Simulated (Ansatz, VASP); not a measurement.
## TlO2: VASP beside Ansatz

INCAR

```
PREC     = Accurate       # precision mode
ENCUT    = 910            # plane-wave cutoff, eV
EDIFF    = 1E-7           # SCF threshold, eV
ISMEAR   = 0              # smearing method
SIGMA    = 0.1            # smearing width, eV
LREAL    = False          # projectors in reciprocal space
LASPH    = True           # aspherical terms in the spheres
NELM     = 120            # most SCF steps
ALGO     = Normal         # electronic algorithm
ISIF     = 3              # what is computed and relaxed
LWAVE    = False          # write WAVECAR
LCHARG   = False          # write CHGCAR
GGA      = PE             # functional
IBRION   = 2              # ionic algorithm
NSW      = 90             # ionic steps
EDIFFG   = -0.04          # ionic threshold
GGA_COMPAT= False        
NELMIN   = 4
```

File KPOINTS:

```
regular mesh
0
Gamma
  6 6 6
```

File POSCAR:

```
TlO2
1.0
    4.3356296800      0.0000000000      0.0000000000
   -2.1678148400      3.7547654400      0.0000000000
    0.0000000000      0.0000000000      3.0322754900
Tl O
1 2
Direct
    0.0000000000      0.0000000000      0.0000000000
    0.3333333300      0.6666666700      0.4199999900
    0.6666666700      0.3333333300      0.5800000100
```

Input for Ansatz:

```yaml
crystal:
  lattice:
    - [4.33562968, 0.0, 0.0]
    - [-2.16781484, 3.75476544, 0.0]
    - [0.0, 0.0, 3.03227549]
  atoms:
    - { symbol: Tl, position: [0.0, 0.0, 0.0] }
    - { symbol: O, position: [0.33333333, 0.66666667, 0.41999999] }
    - { symbol: O, position: [0.66666667, 0.33333333, 0.58000001] }
basis:
  ecutwfc: 420
kpoints:
  mp_grid: { grid: [6, 6, 6] }
hamiltonian:
  xc: pbe
scf:
  occupations: { method: gaussian, width: 0.1 }
  lower_state_search: "off"
output:
  forces: true
  stress: true
  eigenvalues: true
relax:
  adjacent_minimum: "off"
  f_tol: 0.04
  max_steps: 70
  cell: { stress_tol: 0.4 }
```

Change from the starting cell: species swapped into the TmCd2 type (P-3m1, No. 164).

Alike in both runs: task relaxation of cell and atoms; functional PBE; k mesh 6 × 6 × 6; occupations gaussian, width 0.1 eV; no spin polarisation.

|  | VASP | Ansatz |
| --- | --- | --- |
| version | VASP 6.6.1 | Ansatz 0.2.0 |
| potentials or method | VASP PAW PBE potentials, release 64 (Tl_d, O_h), cutoff 910 eV | scalar-relativistic, plane waves, PAW |
| valence electrons in the cell | 25 | 25 |

```csv
,VASP,Ansatz,Ansatz less VASP
"gap on the k mesh at the Fermi level, each at its own relaxed structure (eV)",none,none,-
relaxed volume (Å³/atom),13.28,14.19,+0.917
relaxed cell length with the largest relative difference (Å),3.655,4.000,+0.3454
```

A gap of «none» marks a metal or a gap that the smearing closes. One of these differences is far larger than is usual between the two programs; its cause wasn't traced.

Spin-orbit coupling is off throughout. Noted on VASP's run: the cutoff is short for stress, so the pressure is rough; the volume moved by over 15 % at a fixed basis, so the end points are rough.
